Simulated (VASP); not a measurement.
Here is a VASP 6.6.1 calculation.

File INCAR:

```
PREC     = Accurate       # precision mode
ENCUT    = 520            # plane-wave cutoff, eV
EDIFF    = 1E-7           # SCF threshold, eV
ISMEAR   = 0              # smearing method
SIGMA    = 0.15           # smearing width, eV
LREAL    = False          # projectors in reciprocal space
LASPH    = True           # aspherical terms in the spheres
NELM     = 150            # most SCF steps
ALGO     = Normal         # electronic algorithm
ISIF     = 2              # what is computed and relaxed
LWAVE    = False          # write WAVECAR
LCHARG   = False          # write CHGCAR
ISPIN    = 2              # spin polarisation
MAGMOM   = 0.6 1.32 1.32 1.32 # initial moments
LORBIT   = 11             # projections on sites
NUPDOWN  = 4.56           # fixed moment
LMAXMIX  = 4              # l up to which the mixer works
GGA      = PS             # functional
NBANDS   = 32             # bands
```

KPOINTS

```
Automatic mesh
0
Gamma
  12 12 12
```

POSCAR

```
TiCo3
1.0
    3.3744333754      0.0000000000      0.0000000000
    0.0000000000      3.3744333754      0.0000000000
    0.0000000000      0.0000000000      3.3744333754
Ti Co
1 3
Direct
    0.0000000000      0.0000000000      0.0000000000
    0.0000000000      0.5000000000      0.5000000000
    0.5000000000      0.0000000000      0.5000000000
    0.5000000000      0.5000000000      0.0000000000
```

Potentials or basis: VASP PAW PBE potentials, release 64 (Ti_sv, Co).

The run is started by

```sh
$ cat potpaw_PBE.64/Ti_sv/POTCAR potpaw_PBE.64/Co/POTCAR > POTCAR
$ mpirun -np 1 vasp_std > vasp.out
```

(1) Predict the pressure.

Answers

(1) 59.8 GPa.

Caveat: the cell stands under pressure; the PAW data sets were made with another functional, which shifts forces and pressure a little; the total moment is fixed, so each spin has its own Fermi level and the state may be an excited one.
